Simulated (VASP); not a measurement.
A run of VASP 6.6.1 is set up as follows.

The input INCAR:

```
SYSTEM = Ba2Na2Pb
PREC = Accurate
ENCUT = 520
EDIFF = 1E-6
ISMEAR = 0
SIGMA = 0.1
LREAL = .FALSE.
LASPH = .TRUE.
NELM = 100
ALGO = Normal
ISIF = 2
LWAVE = .FALSE.
LCHARG = .FALSE.
GGA = PE
NBANDS = 32
```

KPOINTS

```
regular mesh
0
G
  6 6 2
  0 0 0
```

File POSCAR:

```
Ba2Na2Pb
1.0
    5.3974777820      0.0000000000      0.0000000000
   -2.6987388910      4.6743528756      0.0000000000
    0.0000000000      0.0000000000      8.8093926395
Na Ba Pb
2 2 1
Direct
    0.3333333333      0.6666666667      0.0955718046
    0.6666666667      0.3333333333      0.9044281954
    0.3333333333      0.6666666667      0.6961786194
    0.6666666667      0.3333333333      0.3038213806
    0.0000000000      0.0000000000      0.0000000000
```

Potentials or basis: VASP PAW PBE potentials, release 64 (Na_pv, Ba_sv, Pb_d).

Run with:

```bash
$ cat potpaw_PBE.64/Na_pv/POTCAR potpaw_PBE.64/Ba_sv/POTCAR potpaw_PBE.64/Pb_d/POTCAR > POTCAR
$ mpirun -np 1 vasp_std > vasp.out
```

**Question.** What does it give for the largest force?

**Answer.** 0.032 eV/Å.

**Question.** Estimate the pressure.

**Answer.** 0.2 GPa.

**Question.** What does it give for the band gap on the k mesh?

**Answer.** Zero (bands 24 and 25 overlap by 0.22 eV).

Forces on the atoms (eV/Å):
```
Na   0.000  0.000  0.023
Na   0.000  0.000 -0.023
Ba   0.000  0.000 -0.032
Ba   0.000  0.000  0.032
Pb   0.000  0.000  0.000
```

Caveat: spin-orbit coupling is left out, which moves the levels of the heavy elements.
